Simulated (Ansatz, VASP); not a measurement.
## Two plane-wave programs on Al

INCAR

```
ALGO     = Normal         # electronic algorithm
EDIFF    = 1E-6           # SCF threshold, eV
ENCUT    = 520            # plane-wave cutoff, eV
GGA      = PS             # functional
ISIF     = 2              # what is computed and relaxed
ISMEAR   = 0              # smearing method
IVDW     = 12             # dispersion correction
LASPH    = True           # aspherical terms in the spheres
LCHARG   = False          # write CHGCAR
LREAL    = False          # projectors in reciprocal space
LWAVE    = False          # write WAVECAR
NBANDS   = 14             # bands
NELM     = 60             # most SCF steps
PREC     = Accurate       # precision mode
SIGMA    = 0.15           # smearing width, eV
```

Contents of KPOINTS:

```
k-points
0
Gamma
  18 18 6
```

The input POSCAR:

```
Al
1.0
    2.6878209286      0.0000000000      0.0000000000
   -1.3439104643      2.3277212050      0.0000000000
    0.0000000000      0.0000000000      9.1821338562
Al
4
Direct
    0.0000000000      0.0000000000      0.0000000000
    0.3333333333      0.6666666667      0.2500000000
    0.0000000000      0.0000000000      0.5000000000
    0.6666666667      0.3333333333      0.7500000000
```

Input for Ansatz:

```yaml
crystal:
  lattice:
    - [2.6878209286, 0.0, 0.0]
    - [-1.3439104643, 2.327721205, 0.0]
    - [0.0, 0.0, 9.1821338562]
  atoms:
    - { symbol: Al, position: [0.0, 0.0, 0.0] }
    - { symbol: Al, position: [0.3333333333, 0.6666666667, 0.25] }
    - { symbol: Al, position: [0.0, 0.0, 0.5] }
    - { symbol: Al, position: [0.6666666667, 0.3333333333, 0.75] }
basis:
  ecutwfc: 420
kpoints:
  mp_grid: { grid: [18, 18, 6] }
hamiltonian:
  xc: pbesol
  pseudopotentials: { kind: paw, azcp: { folder: soft_1 } }
  dispersion: d3bj
scf:
  occupations: { method: gaussian, width: 0.15 }
output:
  forces: true
  stress: true
  eigenvalues: true
```

Alike in both runs: task single point; functional PBEsol; dispersion D3(BJ); k mesh 18 × 18 × 6; occupations gaussian, width 0.15 eV; no spin polarisation.

|  | VASP | Ansatz |
| --- | --- | --- |
| version | VASP 6.6.1 | Ansatz 0.2.0 |
| potentials or method | VASP PAW PBE potentials, release 64 (Al), cutoff 520 eV | scalar-relativistic, plane waves, PAW |
| valence electrons in the cell | 12 | 12 |

VASP gave:

```
gap on the k mesh at the Fermi level (eV)                     : none
pressure (GPa)                                                : 9.4
traceless stress, the component that is largest in VASP (GPa) : -3.97
```

What did Ansatz give for the same quantities?

gap on the k mesh at the Fermi level (eV): none; pressure (GPa): 9.3; traceless stress, the component that is largest in VASP (GPa): -3.93.

VASP's potentials were made for PBE, not for PBEsol, and Ansatz warns of the same on its side. A gap of «none» marks a metal or a gap that the smearing closes.
